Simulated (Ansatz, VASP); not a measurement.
## Two plane-wave programs on HfSi3W

INCAR

```
SYSTEM = HfSi3W
ALGO     = Normal         ! electronic algorithm
EDIFF    = 1E-7           ! SCF threshold, eV
EDIFFG   = -0.08          ! ionic threshold
ENCUT    = 500            ! plane-wave cutoff, eV
GGA      = PE             ! functional
GGA_COMPAT= .False.      
IBRION   = 2              ! ionic algorithm
ISIF     = 3              ! what is computed and relaxed
ISMEAR   = 0              ! smearing method
LASPH    = .True.         ! aspherical terms in the spheres
LCHARG   = .False.        ! write CHGCAR
LREAL    = .False.        ! projectors in reciprocal space
LWAVE    = .False.        ! write WAVECAR
NELM     = 120            ! most SCF steps
NELMIN   = 4            
NSW      = 36             ! ionic steps
PREC     = Accurate       ! precision mode
SIGMA    = 0.2            ! smearing width, eV
```

Contents of KPOINTS:

```
k-points
0
Gamma
  5 5 3
  0 0 0
```

The input POSCAR:

```
HfSi3W
1.0
    2.4004564700     -2.8123630000      0.0000000000
    2.4004564700      2.8123630000      0.0000000000
    0.0000000000      0.0000000000      7.0645914400
Hf Si W
1 3 1
Direct
    0.5000000000      0.5000000000      0.0000000000
    0.5000000000      0.5000000000      0.5000000000
    0.0000000000      0.5000000000      0.6945543200
    0.5000000000      0.0000000000      0.3054456800
    0.0000000000      0.0000000000      0.0000000000
```

Input for Ansatz:

```yaml
crystal:
  lattice:
    - [2.40045647, -2.812363, 0.0]
    - [2.40045647, 2.812363, 0.0]
    - [0.0, 0.0, 7.06459144]
  atoms:
    - { symbol: Hf, position: [0.5, 0.5, 0.0] }
    - { symbol: Si, position: [0.5, 0.5, 0.5] }
    - { symbol: Si, position: [0.0, 0.5, 0.69455432] }
    - { symbol: Si, position: [0.5, 0.0, 0.30544568] }
    - { symbol: W, position: [0.0, 0.0, 0.0] }
basis:
  ecutwfc: 420
kpoints:
  mp_grid: { grid: [5, 5, 3] }
hamiltonian:
  xc: pbe
scf:
  occupations: { method: gaussian, width: 0.2 }
  lower_state_search: "off"
output:
  forces: true
  stress: true
  eigenvalues: true
relax:
  adjacent_minimum: "off"
  f_tol: 0.08
  max_steps: 16
  cell: { stress_tol: 0.8 }
```

Alike in both runs: task relaxation of cell and atoms; functional PBE; k mesh 5 × 5 × 3; occupations gaussian, width 0.2 eV; no spin polarisation.

|  | VASP | Ansatz |
| --- | --- | --- |
| version | VASP 6.6.1 | Ansatz 0.2.0 |
| potentials or method | VASP PAW PBE potentials, release 64 (Hf_pv, Si, W_sv), cutoff 500 eV | scalar-relativistic, plane waves, PAW |
| valence electrons in the cell | 36 | 52 |

```tsv
	VASP	Ansatz	Ansatz less VASP
gap on the k mesh at the Fermi level, each at its own relaxed structure (eV)	none	none	-
relaxed volume (Å³/atom)	19.63	19.64	+0.014
relaxed length of the cell vector where the two differ most in proportion (Å)	6.358	6.391	+0.0335
```

A gap of «none» marks a metal or a gap that the smearing closes. VASP's potentials hold 36 valence electrons a cell and Ansatz's 52, so a difference there can come from the potentials and not from the codes.

Spin-orbit coupling is off throughout.
